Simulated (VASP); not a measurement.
# Ti (Im-3m) in VASP: notebook

Ti is run at these levels: LDA; tasks: single point.

Program: VASP 6.6.1. These are calculated values, not measurements. Logs are shortened: lines on timing, memory, paths and dates and some standing lists are left out, and cuts for length are marked.

**1. The cell of the first run**

The structure is cubic, space group Im-3m (No. 229). The conventional cell has a = 3.037 Å, b = 3.037 Å, c = 3.037 Å, α = 90.00°, β = 90.00°, γ = 90.00°. Ti (site symmetry m-3m) has 14 Ti at 2.63 to 3.04 Å within 3.5 Å.

**2. Single point, LDA (volume scaled by 0.88)**

The input, INCAR:

```
SYSTEM = Ti
PREC     = Accurate       ! precision mode
ENCUT    = 520            ! plane-wave cutoff, eV
EDIFF    = 1E-7           ! SCF threshold, eV
ISMEAR   = -1             ! smearing method
SIGMA    = 0.1            ! smearing width, eV
LREAL    = .False.        ! projectors in reciprocal space
LASPH    = .True.         ! aspherical terms in the spheres
NELM     = 60             ! most SCF steps
ALGO     = Normal         ! electronic algorithm
ISIF     = 2              ! what is computed and relaxed
LWAVE    = .False.        ! write WAVECAR
LCHARG   = .True.         ! write CHGCAR
GGA      = CA             ! functional
LELF     = .True.         ! ELF
LVHAR    = .True.       
NBANDS   = 12             ! bands
```

The input, KPOINTS:

```
regular mesh
0
Gamma
  16 16 16
  0 0 0
```

The input, POSCAR:

```
Ti
1.0
   -1.5182963700      1.5182963700      1.5182963700
    1.5182963700     -1.5182963700      1.5182963700
    1.5182963700      1.5182963700     -1.5182963700
Ti
1
Direct
    0.0000000000      0.0000000000      0.0000000000
```

Potentials or basis: VASP PAW LDA potentials, release 64 (Ti_sv).

Launch:

```sh
$ cat potpaw_LDA.64/Ti_sv/POTCAR > POTCAR
$ mpirun -np 1 vasp_std > vasp.out
```

OUTCAR:

```text
SYSTEM = Ti
   PREC = Accurate
   ENCUT = 520
   EDIFF = 1E-7
   ISMEAR = -1
   LREAL = .False.
   LASPH = .True.
   NELM = 60
   ISIF = 2
   GGA = CA

 ion  position               nearest neighbor table
   1  0.000  0.000  0.000-

  LATTYP: Found a body centered cubic cell.
 ALAT       =     3.0365927400

  Lattice vectors:

 A1 = (  -1.5182963700,   1.5182963700,   1.5182963700)
 A2 = (   1.5182963700,  -1.5182963700,   1.5182963700)
 A3 = (   1.5182963700,   1.5182963700,  -1.5182963700)

Analysis of symmetry for initial positions (statically):
=====================================================================
 Subroutine PRICEL returns:
 Original cell was already a primitive cell.

 Routine SETGRP: Setting up the symmetry group for a
 body centered cubic supercell.

 Subroutine GETGRP returns: Found 48 space group operations
 (whereof 48 operations were pure point group operations)
 out of a pool of 48 trial point group operations.

The static configuration has the point symmetry O_h .

Analysis of symmetry for dynamics (positions and initial velocities):
=====================================================================
 Subroutine PRICEL returns:
 Original cell was already a primitive cell.

 Routine SETGRP: Setting up the symmetry group for a
 body centered cubic supercell.

 Subroutine GETGRP returns: Found 48 space group operations
 (whereof 48 operations were pure point group operations)
 out of a pool of 48 trial point group operations.

The dynamic configuration has the point symmetry O_h .

 Subroutine INISYM returns: Found 48 space group operations
 (whereof 48 operations are pure point group operations),
 and found     1 'primitive' translations

----------------------------------------------------------------------------------------

                                     Primitive cell

  volume of cell :      14.0001

  direct lattice vectors                    reciprocal lattice vectors
    -1.518296370  1.518296370  1.518296370     0.000000000  0.329316469  0.329316469
     1.518296370 -1.518296370  1.518296370     0.329316469  0.000000000  0.329316469
     1.518296370  1.518296370 -1.518296370     0.329316469  0.329316469  0.000000000

  length of vectors
     2.629766454  2.629766454  2.629766454     0.465723817  0.465723817  0.465723817

  position of ions in fractional coordinates (direct lattice)
     0.000000000  0.000000000  0.000000000

  ion indices of the primitive-cell ions
   primitive index   ion index
                 1           1

----------------------------------------------------------------------------------------

 KPOINTS: regular mesh

Automatic generation of k-mesh.
 Grid dimensions read from file:
 generate k-points for:   16   16   16

 Generating k-lattice:

  Cartesian coordinates                     Fractional coordinates (reciprocal lattice)
     0.000000000  0.020582279  0.020582279     0.062500000  0.000000000  0.000000000
     0.020582279  0.000000000  0.020582279     0.000000000  0.062500000  0.000000000
     0.020582279  0.020582279  0.000000000     0.000000000  0.000000000  0.062500000

  Length of vectors
     0.029107739  0.029107739  0.029107739

  Shift w.r.t. Gamma in fractional coordinates (k-lattice)
     0.000000000  0.000000000  0.000000000

 Subroutine IBZKPT returns following result:
 ===========================================

 Found    145 irreducible k-points:

 Following reciprocal coordinates:
            Coordinates               Weight
  0.000000  0.000000  0.000000      1.000000
  0.062500  0.000000  0.000000     12.000000
  0.125000  0.000000  0.000000     12.000000
  0.187500  0.000000  0.000000     12.000000
  0.250000  0.000000  0.000000     12.000000
  0.312500  0.000000  0.000000     12.000000
[... 16 lines left out ...]
  0.187500  0.187500  0.000000     24.000000
  0.250000  0.187500  0.000000     48.000000
 [... further k-points ...]
   k-points           NKPTS =    145   k-points in BZ     NKDIM =    145   number of bands    NBANDS=     12
   number of dos      NEDOS =    301   number of ions     NIONS =      1
   total plane-waves  NPLWV =   8000
   dimension x,y,z NGX =    20 NGY =   20 NGZ =   20
   dimension x,y,z NGXF=    40 NGYF=   40 NGZF=   40
   ions per type =               1
   NGX,Y,Z   is equivalent  to a cutoff of  12.64, 12.64, 12.64 a.u.
   NGXF,Y,Z  is equivalent  to a cutoff of  25.29, 25.29, 25.29 a.u.
 SYSTEM =  Ti
   PREC   = accura    normal or accurate (medium, high low for compatibility)
   ISTART =      0    job   : 0-new  1-cont  2-samecut
   ICHARG =      2    charge: 1-file 2-atom 10-const
   ISPIN  =      1    spin polarized calculation?
   LNONCOLLINEAR =      F non collinear calculations
   LSORBIT =      F    spin-orbit coupling
   LASPH  =      T    aspherical Exc in radial PAW
   ENCUT  =  520.0 eV  38.22 Ry    6.18 a.u.   4.89  4.89  4.89*2*pi/ulx,y,z
   NELM   =     60;   NELMIN=  2; NELMDL= -5     # of ELM steps
   EDIFF  = 0.1E-06   stopping-criterion for ELM
   LREAL  =      F    real-space projection
   EDIFFG = 0.1E-05   stopping-criterion for IOM
   NSW    =      0    number of steps for IOM
   IBRION =     -1    ionic relax: 0-MD 1-quasi-New 2-CG
   NFREE  =      0    steps in history (QN), initial steepest desc. (CG)
   ISIF   =      2    stress and relaxation
   ISYM   =      2    0-nonsym 1-usesym 2-fastsym
   POTIM  = 0.5000    time-step for ionic-motion
   TEBEG  =    0.0;   TEEND  =   0.0 temperature during run
   PSTRESS=    0.0 pullay stress
   NELECT =      12.0000    total number of electrons
   NUPDOWN=      -1.0000    fix difference up-down
   EMIN   =  10.00;   EMAX   =-10.00  energy-range for DOS
   EFERMI =   0.00;   METHOD = LEGACY
   ISMEAR =    -1;   SIGMA  =   0.10  broadening in eV -4-tet -1-fermi 0-gaus
   EFERMI_NEDOS =   21; number of points for ismear=-14 and -15
   IALGO  =     38    algorithm
   IMIX   =      4    mixing-type and parameters
     AMIX     =   0.40;   BMIX     =  1.00
     AMIX_MAG =   1.60;   BMIX_MAG =  1.00
  volume/ion in A,a.u.               =      14.00        94.48
  Fermi-wavevector in a.u.,A,eV,Ry     =   1.555101  2.938715 32.903516  2.418340
  Thomas-Fermi vector in A             =   2.659091
   LORBIT       =      0    0 simple, 1 ext, 2 COOP (PROOUT), +10 PAW based schemes
   GGA     = CA    functional components
   LHFCALC =     F    Hartree Fock is set to
   AEXX    =    0.0000 exact exchange contribution
   IVDW    =     0    specifies the selected vdW correction
   LEPSILON=     F    determine dielectric tensor
   LRPA    =     F    only Hartree local field effects (RPA)
 non-spin polarized calculation
  energy-cutoff  :      520.00
  volume of cell :       14.00
 maximum number of plane-waves:       387
   NGX =  9   NGY =  9   NGZ =  9

 number of electron      12.0000005 magnetization

 Free energy of the ion-electron system (eV)
  ---------------------------------------------------
  ext. energy  EPLUGINS =         0.00000000
  ---------------------------------------------------
  free energy    TOTEN  =        -8.39589613 eV

  energy without entropy =       -8.34008795  energy(sigma->0) =       -8.36799204

 E-fermi :  10.2815     XC(G=0): -12.8483

 val. band max:       10.2711209461   @ k =   0.1875   0.0625   0.0625
 cond. band min:      10.3134373264   @ k =   0.3750   0.2500   0.0000
 fundamental gap:      0.0423163803
 Fermi energy:        10.2814594757

 k-point     1 :       0.0000    0.0000    0.0000
  band No.  band energies     occupation
      1     -45.2104      2.00000
      2     -21.0568      2.00000
      3     -21.0568      2.00000
      4     -21.0568      2.00000
      5       4.0624      2.00000
      6      11.3979      0.00003
      7      11.3979      0.00003
      8      11.3979      0.00003
      9      13.6992      0.00000
     10      13.6992      0.00000
     11      29.3381      0.00000
     12      29.3381      0.00000

 k-point     2 :       0.0625    0.0000    0.0000
  band No.  band energies     occupation
      1     -45.1984      2.00000
      2     -21.1118      2.00000
      3     -21.0728      2.00000
      4     -21.0574      2.00000
      5       4.2287      2.00000
      6      11.3142      0.00007
      7      11.3760      0.00004
      8      11.5285      0.00001
      9      13.5957      0.00000
     10      13.7034      0.00000
     11      29.2757      0.00000
     12      29.3685      0.00000

 k-point     3 :       0.1250    0.0000    0.0000
  band No.  band energies     occupation
      1     -45.1643      2.00000
      2     -21.2669      2.00000
      3     -21.1182      2.00000
      4     -21.0591      2.00000
      5       4.7053      2.00000
      6      11.0836      0.00066
      7      11.2738      0.00010
      8      11.9105      0.00000
      9      13.3838      0.00000
     10      13.7210      0.00000
     11      28.9554      0.00000
     12      29.3203      0.00000
[... 286 lines left out ...]
 k-point    23 :       0.1875    0.1875    0.0000
  band No.  band energies     occupation
      1     -44.9754      2.00000
      2     -21.9804      2.00000
      3     -21.3723      2.00000
      4     -21.1542      2.00000
      5       7.3821      2.00000
      6       9.9689      1.91589
      7      10.3299      0.76256
      8      13.1318      0.00000
      9      14.1762      0.00000
     10      14.7581      0.00000
     11      25.9835      0.00000
     12      26.1688      0.00000

 k-point    24 :       0.2500    0.1875    0.0000
  band No.  band energies     occupation
      1     -44.9263      2.00000
      2     -22.1160      2.00000
      3     -21.4832      2.00000
      4     -21.1720      2.00000
      5       7.9499      2.00000
      6       9.7208      1.99268
      7      10.3371      0.72854
      8      13.3018      0.00000
      9      14.2722      0.00000
     10      15.7845      0.00000
     11      24.4135      0.00000
     12      25.3113      0.00000

 [... further k-points ...]
[... 5 lines left out ...]
  --------------------------------------------------------------------------------------
  -------------------------------------------------------------------------------------
  Total        1.5943518      1.5943518      1.5943518      0.0000000      0.0000000      0.0000000
  in kB      182.4589134    182.4589134    182.4589134      0.0000000      0.0000000      0.0000000
  external PRESSURE =     182.4589134 kB  Pullay stress =       0.0000000 kB

 VOLUME and BASIS-vectors are now :
 -----------------------------------------------------------------------------
  energy-cutoff  :      520.00
  volume of cell :       14.00
      direct lattice vectors                 reciprocal lattice vectors
    -1.518296370  1.518296370  1.518296370     0.000000000  0.329316469  0.329316469
     1.518296370 -1.518296370  1.518296370     0.329316469  0.000000000  0.329316469
     1.518296370  1.518296370 -1.518296370     0.329316469  0.329316469  0.000000000

 POSITION                                       TOTAL-FORCE (eV/Angst)
 -----------------------------------------------------------------------------------
      0.00000      0.00000      0.00000         0.000000      0.000000      0.000000
 -----------------------------------------------------------------------------------
    total drift:                                0.000000     -0.000000      0.000000

  FREE ENERGIE OF THE ION-ELECTRON SYSTEM (eV)
  ---------------------------------------------------
  free  energy   TOTEN  =        -8.3958961314 eV

  energy  without entropy=       -8.3400879512  energy(sigma->0) =       -8.36799204
```

Wall time 9 s (1 thread of Intel Xeon 6975P-C (Granite Rapids), shared host); peak memory 0.13 GiB.

Results:

```
Free energy            : -8.3959 eV
Pressure               : 18.2 GPa
Band gap on the k mesh : zero (band 6 reaches 11.40 eV, above the bottom of band 7 at 9.45 eV)
```

**3. Single point, LDA (volume scaled by 0.92)**

The input, INCAR:

```
SYSTEM = Ti
ALGO = Normal
EDIFF = 1E-6
ENCUT = 520
GGA = CA
ISIF = 2
ISMEAR = -1
LASPH = .TRUE.
LCHARG = .FALSE.
LREAL = .FALSE.
LWAVE = .FALSE.
NBANDS = 12
NELM = 80
PREC = Accurate
SIGMA = 0.1
```

The input, KPOINTS:

```
k-points
0
G
  16 16 16
  0 0 0
```

The input, POSCAR:

```
Ti
1.0
   -1.5409608513      1.5409608513      1.5409608513
    1.5409608513     -1.5409608513      1.5409608513
    1.5409608513      1.5409608513     -1.5409608513
Ti
1
Direct
    0.0000000000      0.0000000000      0.0000000000
```

Potentials or basis: VASP PAW LDA potentials, release 64 (Ti_sv).

Launch:

```sh
$ cat potpaw_LDA.64/Ti_sv/POTCAR > POTCAR
$ mpirun -np 1 vasp_std > vasp.out
```

It took 7.5 s on 1 thread of Intel Xeon 6975P-C (Granite Rapids), shared host; peak memory 0.13 GiB.

It converged, with:

| Quantity | Value |
| --- | --- |
| Free energy | -8.4539 eV |
| Pressure | 11.1 GPa |
| Band gap on the k mesh | zero (band 6 reaches 10.83 eV, above the bottom of band 7 at 8.96 eV) |

Levels at points of the mesh, in eV from the Fermi level:
```tsv
k point	band 3	band 4	band 5	band 6	band 7	band 8	band 9	band 10
(0.00, 0.00, 0.00)	-31.49	-31.49	-6.17	1.09	1.09	1.09	3.27	3.27
(0.50, 0.00, 0.00)	-31.85	-31.51	-2.90	-0.64	1.91	3.30	3.73	5.27
(0.50, 0.50, 0.50)	-32.29	-32.29	-2.75	-2.75	4.81	4.81	4.81	9.94
```

**4. Single point, LDA (volume scaled by 0.96)**

The input, INCAR:

```
ALGO = Normal
EDIFF = 1E-6
ENCUT = 520
GGA = CA
ISIF = 2
ISMEAR = -1
LASPH = T
LCHARG = F
LREAL = F
LWAVE = F
NBANDS = 12
NELM = 60
PREC = Accurate
SIGMA = 0.1
```

The input, KPOINTS:

```
k-points
0
Gamma
  16 16 16
```

The input, POSCAR:

```
Ti
1.0
   -1.5629775523      1.5629775523      1.5629775523
    1.5629775523     -1.5629775523      1.5629775523
    1.5629775523      1.5629775523     -1.5629775523
Ti
1
Direct
    0.0000000000      0.0000000000      0.0000000000
```

Launch:

```sh
$ cat potpaw_LDA.64/Ti_sv/POTCAR > POTCAR
$ mpirun -np 1 vasp_std > vasp.out
```

Wall time 7.9 s (1 thread of Intel Xeon 6975P-C (Granite Rapids), shared host); peak memory 0.13 GiB.

Results (log left out):

| Property | Result |
| --- | --- |
| Free energy | -8.4856 eV |
| Pressure | 5.0 GPa |
| Band gap on the k mesh | zero (band 6 reaches 10.30 eV, above the bottom of band 7 at 8.50 eV) |

Levels at points of the mesh, in eV from the Fermi level:
```csv
k point,band 2,band 3,band 4,band 5,band 6,band 7,band 8,band 9,band 10,band 11
"(0.00, 0.00, 0.00)",-31.64,-31.64,-31.64,-6.11,1.06,1.06,1.06,3.13,3.13,18.42
"(0.50, 0.00, 0.00)",-32.68,-31.96,-31.65,-2.78,-0.58,1.71,3.15,3.56,5.01,10.31
"(0.50, 0.50, 0.50)",-32.34,-32.34,-32.34,-2.57,-2.57,4.58,4.58,4.58,9.52,9.52
```

**5. Summary**

```csv
cell,gap on the mesh (eV),pressure (GPa)
"a = 2.630 Å, angles 109.5°, 1 atom",none,18.2
"a = 2.669 Å, angles 109.5°, 1 atom",none,11.1
"a = 2.707 Å, angles 109.5°, 1 atom",none,5.0
```

Alike in all rows: task single point; level LDA; potentials or basis VASP PAW LDA potentials, release 64 (Ti_sv); no spin polarisation; k mesh 16 × 16 × 16; cutoff (eV) 520; smearing fermi-dirac 0.1 eV.

Absolute energies hang on the potentials; compare differences alone.
